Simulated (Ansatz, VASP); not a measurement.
**Hf2ZrC3 in VASP and in Ansatz**

```
CELL_PARAMETERS angstrom
3.30218 0.00000 0.00000
-1.65109 2.85977 0.00000
0.00000 0.00000 16.18373
ATOMIC_POSITIONS crystal
Zr 0.00000 0.00000 0.00000
Zr 0.00000 0.00000 0.50000
Hf 0.66667 0.33333 0.33283
Hf 0.66667 0.33333 0.83283
Hf 0.33333 0.66667 0.16717
Hf 0.33333 0.66667 0.66717
C 0.33333 0.66667 0.41529
C 0.33333 0.66667 0.91529
C 0.66667 0.33333 0.08471
C 0.66667 0.33333 0.58471
C 0.00000 0.00000 0.25000
C 0.00000 0.00000 0.75000
```

Alike in both runs: task single point; functional PBE; k mesh 6 × 6 × 2; occupations gaussian, width 0.2 eV; no spin polarisation.

```csv
,VASP,Ansatz
version,VASP 6.6.1,Ansatz 0.2.0
potentials or method,"VASP PAW PBE potentials, release 64 (Zr_sv, Hf_pv, C), cutoff 520 eV","scalar-relativistic, plane waves, PAW"
valence electrons in the cell,88,152
```

|  | VASP | Ansatz | Ansatz less VASP |
| --- | --- | --- | --- |
| gap on the k mesh at the Fermi level (eV) | none | none | - |
| pressure (GPa) | -0.3 | 0.0 | +0.34 |
| traceless stress, the component that is largest in VASP (GPa) | -0.87 | -0.88 | -0.016 |
| rms of the force components (eV/Å) | 0.014 | 0.001 | -0.0128 |

Atom by atom the forces differ by 0.013 eV/Å (rms over components). A gap of «none» marks a metal or a gap that the smearing closes. The functional is the same, so the differences come from potentials, cutoffs and numerics. VASP's potentials hold 88 valence electrons a cell and Ansatz's 152, so a difference there can come from the potentials and not from the codes.

The k mesh is coarse, so the values compare programs but aren't converged. Spin-orbit coupling is off throughout.
